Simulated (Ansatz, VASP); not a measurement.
**One calculation of Ga2S5, two programs**

Contents of INCAR:

```
SYSTEM = Ga2S5
PREC = Accurate
ENCUT = 520
EDIFF = 1E-6
ISMEAR = 0
SIGMA = 0.1
LREAL = .FALSE.
LASPH = .TRUE.
NELM = 60
ALGO = Normal
ISIF = 2
LWAVE = .FALSE.
LCHARG = .FALSE.
GGA = PE
NBANDS = 37
```

KPOINTS

```
regular mesh
0
G
  3 3 4
  0 0 0
```

File POSCAR:

```
Ga2S5
1.0
    6.8969246500      0.0000000000      0.0000000000
   -3.4484623300      5.9729119600      0.0000000000
    0.0000000000      0.0000000000      4.1504672900
Ga S
2 5
Direct
    0.3333333300      0.6666666700      0.5000000000
    0.6666666700      0.3333333300      0.5000000000
    0.3333333300      0.6666666700      0.0843278500
    0.0000000000      0.5000000000      0.5000000000
    0.5000000000      0.5000000000      0.5000000000
    0.5000000000      0.0000000000      0.5000000000
    0.6666666700      0.3333333300      0.9156721500
```

Input for Ansatz:

```yaml
crystal:
  lattice:
    - [6.89692465, 0.0, 0.0]
    - [-3.44846233, 5.97291196, 0.0]
    - [0.0, 0.0, 4.15046729]
  atoms:
    - { symbol: Ga, position: [0.33333333, 0.66666667, 0.5] }
    - { symbol: Ga, position: [0.66666667, 0.33333333, 0.5] }
    - { symbol: S, position: [0.33333333, 0.66666667, 0.08432785] }
    - { symbol: S, position: [0.0, 0.5, 0.5] }
    - { symbol: S, position: [0.5, 0.5, 0.5] }
    - { symbol: S, position: [0.5, 0.0, 0.5] }
    - { symbol: S, position: [0.66666667, 0.33333333, 0.91567215] }
basis:
  ecutwfc: 420
kpoints:
  mp_grid: { grid: [3, 3, 4] }
hamiltonian:
  xc: pbe
scf:
  occupations: { method: gaussian, width: 0.1 }
  lower_state_search: "off"
output:
  forces: true
  stress: true
  eigenvalues: true
```

Alike in both runs: task single point; functional PBE; k mesh 3 × 3 × 4; occupations gaussian, width 0.1 eV; no spin polarisation.

```csv
,VASP,Ansatz
version,VASP 6.6.1,Ansatz 0.2.0
potentials or method,"VASP PAW PBE potentials, release 64 (Ga_d, S), cutoff 520 eV","scalar-relativistic, plane waves, PAW"
valence electrons in the cell,56,56
```

Ansatz gave:

```
gap on the k mesh at the Fermi level (eV) : none
rms of the force components (eV/Å)        : 8.088
```

Task: Which values does VASP return?

Result: gap on the k mesh at the Fermi level (eV): none; rms of the force components (eV/Å): 8.081.

Atom by atom the forces differ by 0.007 eV/Å (rms over components). A gap of «none» marks a metal or a gap that the smearing closes. The functional is the same, so the differences come from potentials, cutoffs and numerics.

The k mesh is coarse, so the values compare programs but aren't converged.
